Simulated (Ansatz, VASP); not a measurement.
This is a calculation of MgO for VASP 6.6.1.

Contents of INCAR:

```
SYSTEM = MgO
PREC = Accurate
ENCUT = 520
EDIFF = 1E-6
ISMEAR = -1
SIGMA = 0.05
LREAL = .FALSE.
LASPH = .TRUE.
NELM = 60
ALGO = Normal
ISIF = 2
LWAVE = .FALSE.
LCHARG = .FALSE.
GGA = PS
NBANDS = 11
```

The input KPOINTS:

```
Automatic mesh
0
G
  10 10 10
  0 0 0
```

POSCAR

```
MgO
1.0
    2.9183020482      0.0000000000      0.0000000000
   -1.4591510241      2.5273237096      0.0000000000
    0.0000000000      0.0000000000      2.6616950286
Mg O
1 1
Direct
    0.0000000000      0.0000000000      0.0000000000
    0.3333333333      0.6666666667      0.5000000000
```

Potentials or basis: VASP PAW PBE potentials, release 64 (Mg, O).

Run with:

```sh
$ cat potpaw_PBE.64/Mg/POTCAR potpaw_PBE.64/O/POTCAR > POTCAR
$ mpirun -np 1 vasp_std > vasp.out
```

Problem. Translate it to Ansatz 0.2.0. Potentials there: all-electron LAPW, scalar-relativistic.

Solution. As run (the cutoff follows the program's own potentials):

input.yaml

```yaml
crystal:
  lattice:
    - [2.9183020482, 0.0, 0.0]
    - [-1.4591510241, 2.5273237096, 0.0]
    - [0.0, 0.0, 2.6616950286]
  atoms:
    - { symbol: Mg, position: [0.0, 0.0, 0.0] }
    - { symbol: O, position: [0.3333333333, 0.6666666667, 0.5] }
kpoints:
  mp_grid: { grid: [10, 10, 10] }
scf:
  occupations: { method: fermi_dirac, width: 0.05 }
hamiltonian:
  xc: pbesol
  pseudopotentials: { kind: all_electron, lapw: { basis_error: 0.001 } }
output:
  forces: true
  stress: true
  eigenvalues: true
```

Potentials or basis: all-electron LAPW, scalar-relativistic.

Run with:

```bash
$ ansatz run input.yaml --threads 1 --pin off --max-ram 3072MiB --backend cpu --events-out ev --progress --plain --runs-dir out
```

Both were run:

|  | VASP | Ansatz | Ansatz less VASP |
| --- | --- | --- | --- |
| gap on the k mesh at the Fermi level (eV) | 3.08 | 3.08 | +0.003 |
| least direct gap on the mesh (eV) | 3.48 | 3.48 | +0.001 |
| pressure (GPa) | -1.6 | -1.1 | +0.52 |
| traceless stress, the component that is largest in VASP (GPa) | 0.29 | 0.36 | +0.067 |

VASP's potentials were made for PBE, not for PBEsol. Ansatz ran all-electron here, and VASP with PAW potentials.
